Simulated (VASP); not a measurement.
# MgO in VASP: single point with r2SCAN

Aim: the single point of MgO with r2SCAN.

Program: VASP 6.6.1. These are calculated values, not measurements. Logs are shortened: lines on timing, memory, paths and dates and some standing lists are left out, and cuts for length are marked.

### Step 1. The cell of the first run

The cell holds a slab with vacuum, 8 atoms: a = 2.973 Å, b = 2.973 Å, c = 25.496 Å, α = 90.00°, β = 90.00°, γ = 120.00°.

### Step 2. Single point, r2SCAN

Contents of POSCAR:

```
MgO
1.0
    2.9728306116      0.0000000000      0.0000000000
   -1.4864153058      2.5745468308      0.0000000000
    0.0000000000      0.0000000000     25.4955711053
O Mg
4 4
Direct
    0.3333333333      0.6666666667      0.3333912374
    0.0000000000      0.0000000000      0.4285962446
    0.6666666667      0.3333333333      0.5274744032
    0.3333333333      0.6666666667      0.6228852729
    0.6666666667      0.3333333333      0.3809937410
    0.3333333333      0.6666666667      0.4761987482
    0.0000000000      0.0000000000      0.5715182014
    0.6666666667      0.3333333333      0.6686736775
```

Contents of INCAR.step1:

```
SYSTEM = MgO
PREC = Accurate
ENCUT = 520
ISMEAR = 0
SIGMA = 0.05
LREAL = .False.
LASPH = .True.
NELM = 60
LDIPOL = .True.
IDIPOL = 3
DIPOL = 0.5 0.5 0.501
NBANDS = 26
GGA = PE
ALGO = Normal
EDIFF = 1E-4
LWAVE = .True.
LCHARG = .False.
```

Contents of INCAR.step2:

```
SYSTEM = MgO
PREC = Accurate
ENCUT = 520
EDIFF = 1E-7
ISMEAR = 0
SIGMA = 0.05
LREAL = .False.
LASPH = .True.
NELM = 60
ALGO = Normal
ISIF = 2
LWAVE = .False.
LCHARG = .False.
LDIPOL = .True.
IDIPOL = 3
DIPOL = 0.5 0.5 0.501
METAGGA = R2SCAN
LMIXTAU = .True.
NBANDS = 26
ISTART = 1
```

Contents of KPOINTS:

```
regular mesh
0
Gamma
  9 9 1
  0 0 0
```

Potentials or basis: VASP PAW PBE potentials, release 64 (O, Mg).

The run is started by

```
$ cat potpaw_PBE.64/O/POTCAR potpaw_PBE.64/Mg/POTCAR > POTCAR
$ cp INCAR.step1 INCAR
$ mpirun -np 1 vasp_std > vasp.out
$ cp INCAR.step2 INCAR
$ mpirun -np 1 vasp_std > vasp.out
```

OUTCAR:

```text
SYSTEM = MgO
   PREC = Accurate
   ENCUT = 520
   EDIFF = 1E-7
   ISMEAR = 0
   LREAL = .False.
   LASPH = .True.
   NELM = 60
   ISIF = 2
   METAGGA = R2SCAN
   ISTART = 1

 ion  position               nearest neighbor table
   1  0.333  0.667  0.333-   5 2.10   5 2.10   5 2.10
   2  0.000  0.000  0.429-   6 2.10   5 2.10   6 2.10   5 2.10   6 2.10   5 2.10
   3  0.667  0.333  0.527-   7 2.05   7 2.05   7 2.05   6 2.16   6 2.16   6 2.16
   4  0.333  0.667  0.623-   8 2.08   8 2.08   8 2.08   7 2.16   7 2.16   7 2.16
   5  0.667  0.333  0.381-   1 2.10   2 2.10   1 2.10   2 2.10   2 2.10   1 2.10   6 2.97   6 2.97
                             6 2.97
   6  0.333  0.667  0.476-   2 2.10   2 2.10   2 2.10   3 2.16   3 2.16   3 2.16   5 2.97   5 2.97
                             5 2.97   7 2.98   7 2.98   7 2.98
   7  0.000  0.000  0.572-   3 2.05   3 2.05   3 2.05   4 2.16   4 2.16   4 2.16   6 2.98   6 2.98
                             6 2.98   8 3.01   8 3.01   8 3.01
   8  0.667  0.333  0.669-   4 2.08   4 2.08   4 2.08   7 3.01   7 3.01   7 3.01

  LATTYP: Found a hexagonal cell.
 ALAT       =     2.9728306116
 C/A-ratio  =     8.5761936808

  Lattice vectors:

 A1 = (   2.9728306116,   0.0000000000,   0.0000000000)
 A2 = (  -1.4864153058,   2.5745468308,   0.0000000000)
 A3 = (   0.0000000000,   0.0000000000,  25.4955711053)

Analysis of symmetry for initial positions (statically):
=====================================================================
 Subroutine PRICEL returns:
 Original cell was already a primitive cell.

 Routine SETGRP: Setting up the symmetry group for a
 hexagonal supercell.

 Subroutine GETGRP returns: Found  6 space group operations
 (whereof  6 operations were pure point group operations)
 out of a pool of 24 trial point group operations.

The static configuration has the point symmetry C_3v.

Analysis of symmetry for dynamics (positions and initial velocities):
=====================================================================
 Subroutine PRICEL returns:
 Original cell was already a primitive cell.

 Routine SETGRP: Setting up the symmetry group for a
 hexagonal supercell.

 Subroutine GETGRP returns: Found  6 space group operations
 (whereof  6 operations were pure point group operations)
 out of a pool of 24 trial point group operations.

The dynamic configuration has the point symmetry C_3v.

 Subroutine INISYM returns: Found  6 space group operations
 (whereof  6 operations are pure point group operations),
[... 105 lines left out ...]
   PSTRESS=    0.0 pullay stress
   NELECT =      32.0000    total number of electrons
   NUPDOWN=      -1.0000    fix difference up-down
   EMIN   =  10.00;   EMAX   =-10.00  energy-range for DOS
   EFERMI =   0.00;   METHOD = LEGACY
   ISMEAR =     0;   SIGMA  =   0.05  broadening in eV -4-tet -1-fermi 0-gaus
   EFERMI_NEDOS =   21; number of points for ismear=-14 and -15
   IALGO  =     38    algorithm
   IMIX   =      4    mixing-type and parameters
     AMIX     =   0.40;   BMIX     =  1.00
     AMIX_MAG =   1.60;   BMIX_MAG =  1.00
  volume/ion in A,a.u.               =      24.39       164.60
  Fermi-wavevector in a.u.,A,eV,Ry     =   0.896079  1.693344 10.924899  0.802957
  Thomas-Fermi vector in A             =   2.018492
   LORBIT       =      0    0 simple, 1 ext, 2 COOP (PROOUT), +10 PAW based schemes
   METAGGA = R2SCAN    functional components
   LHFCALC =     F    Hartree Fock is set to
   AEXX    =    0.0000 exact exchange contribution
   IVDW    =     0    specifies the selected vdW correction
   LEPSILON=     F    determine dielectric tensor
   LRPA    =     F    only Hartree local field effects (RPA)
 non-spin polarized calculation
 Gauss-broadening in eV      SIGMA  =   0.05
  energy-cutoff  :      520.00
  volume of cell :      195.14
 maximum number of plane-waves:      5351
 NGX is ok and might be reduce to    24
   NGX = 11   NGY = 11   NGZ = 95

 number of electron      32.0000004 magnetization

 dipolmoment           0.000000      0.000000     -0.240364 electrons x Angstroem

 Free energy of the ion-electron system (eV)
  ---------------------------------------------------
  ext. energy  EPLUGINS =         0.00000000
  ---------------------------------------------------
  free energy    TOTEN  =       -58.42896489 eV

  energy without entropy =      -58.42252737  energy(sigma->0) =      -58.42574613

 E-fermi :  -2.6791     XC(G=0):  -5.1932

 val. band max:       -2.6922116826   @ k =   0.2222   0.1111   0.0000
 cond. band min:      -2.6262020319   @ k =   0.3333  -0.0000   0.0000
 fundamental gap:      0.0660096507
 Fermi energy:        -2.6790922521

 k-point     1 :       0.0000    0.0000    0.0000
  band No.  band energies     occupation
      1     -24.1041      2.00000
      2     -23.2426      2.00000
      3     -21.9358      2.00000
      4     -19.4736      2.00000
      5     -10.1850      2.00000
      6      -8.4494      2.00000
[... 337 lines left out ...]
     25       7.9377      0.00000
     26       8.1360      0.00000

------------------------ aborting loop because EDIFF is reached ----------------------------------------

 vacuum level on the upper side and lower side of the slab       (xc-potential included)        -2.811         2.758

  FORCE on cell =-STRESS in cart. coord.  units (eV):
  Direction    XX          YY          ZZ          XY          YZ          ZX
  --------------------------------------------------------------------------------------
  -------------------------------------------------------------------------------------
  Total       -0.4845887     -0.4845887     -2.0091499     -0.0000000      0.0000000      0.0000000
  in kB       -3.9787635     -3.9787635    -16.4963257     -0.0000000      0.0000000      0.0000000
  external PRESSURE =      -8.1512842 kB  Pullay stress =       0.0000000 kB

 VOLUME and BASIS-vectors are now :
 -----------------------------------------------------------------------------
  energy-cutoff  :      520.00
  volume of cell :      195.14
      direct lattice vectors                 reciprocal lattice vectors
     2.972830612  0.000000000  0.000000000     0.336379744  0.194208936  0.000000000
    -1.486415306  2.574546831  0.000000000     0.000000000  0.388417871  0.000000000
     0.000000000  0.000000000 25.495571105     0.000000000  0.000000000  0.039222499

 POSITION                                       TOTAL-FORCE (eV/Angst)
 -----------------------------------------------------------------------------------
     -0.00000      1.71636      8.50000        -0.000000      0.000000      1.253594
      0.00000      0.00000     10.92731        -0.000000      0.000000      1.751644
      1.48642      0.85818     13.44826         0.000000     -0.000000     -0.009666
     -0.00000      1.71636     15.88082        -0.000000      0.000000     -0.042804
      1.48642      0.85818      9.71365        -0.000000     -0.000000     -2.072404
     -0.00000      1.71636     12.14096         0.000000     -0.000000     -0.878085
      0.00000      0.00000     14.57118        -0.000000      0.000000      0.040034
      1.48642      0.85818     17.04822        -0.000000      0.000000     -0.042312
 -----------------------------------------------------------------------------------
    total drift:                               -0.000003      0.000002      0.007890

  FREE ENERGIE OF THE ION-ELECTRON SYSTEM (eV)
  ---------------------------------------------------
  free  energy   TOTEN  =       -58.4289648929 eV

  energy  without entropy=      -58.4225273671  energy(sigma->0) =      -58.42574613

 vacuum level on the upper side and lower side of the slab         2.132         7.817
```

OUTCAR.step1:

```text
SYSTEM = MgO
   PREC = Accurate
   ENCUT = 520
   ISMEAR = 0
   LREAL = .False.
   LASPH = .True.
   NELM = 60
   GGA = PE
[... 587 lines left out ...]
      0.00000      0.00000     14.57118         0.000000     -0.000000      0.089469
      1.48642      0.85818     17.04822         0.000000      0.000000      0.244938
 -----------------------------------------------------------------------------------
    total drift:                                0.000000     -0.000000      0.002730

  FREE ENERGIE OF THE ION-ELECTRON SYSTEM (eV)
  ---------------------------------------------------
  free  energy   TOTEN  =       -42.1322032921 eV

  energy  without entropy=      -42.1251857763  energy(sigma->0) =      -42.12869453

 vacuum level on the upper side and lower side of the slab         1.882         7.269
```

OSZICAR.step1:

```text
N       E                     dE             d eps       ncg     rms          rms(c)
DAV:   1     0.252248441385E+03    0.25225E+03   -0.13126E+04   632   0.992E+02
DAV:   2    -0.175454692381E+02   -0.26979E+03   -0.25226E+03   902   0.243E+02
DAV:   3    -0.514645569277E+02   -0.33919E+02   -0.33515E+02   808   0.932E+01
[... 29 lines left out ...]
DAV:  33    -0.421329943694E+02    0.61361E-03   -0.24667E-05   552   0.587E-02    0.142E-01
DAV:  34    -0.421364657083E+02   -0.34713E-02   -0.54411E-04   692   0.294E-01    0.667E-01
DAV:  35    -0.421341192122E+02    0.23465E-02   -0.68353E-04   734   0.395E-01    0.148E-01
DAV:  36    -0.421321717174E+02    0.19475E-02   -0.13053E-04   578   0.187E-01    0.885E-02
DAV:  37    -0.421322032921E+02   -0.31575E-04   -0.22873E-05   584   0.314E-02
   1 F= -.42132203E+02 E0= -.42128695E+02  d E =-.701752E-02
```

Wall time 10 min (1 thread of Intel Xeon Platinum 8259CL at 2.50GHz (Skylake/Cascade Lake), shared host); peak memory 0.38 GiB.

Results:

```
Free energy            : -58.4290 eV
Largest force          : 2.072 eV/Å
Band gap on the k mesh : zero (bands 16 and 17 overlap by 0.47 eV)
```

Forces in eV/Å, atoms in the order of the input:
```
O    0.000  0.000  1.254
O    0.000  0.000  1.752
O    0.000  0.000 -0.010
O    0.000  0.000 -0.043
Mg   0.000  0.000 -2.072
Mg   0.000  0.000 -0.878
Mg   0.000  0.000  0.040
Mg   0.000  0.000 -0.042
```

Caveat: the PAW data sets were made with another functional, which shifts forces and pressure a little.
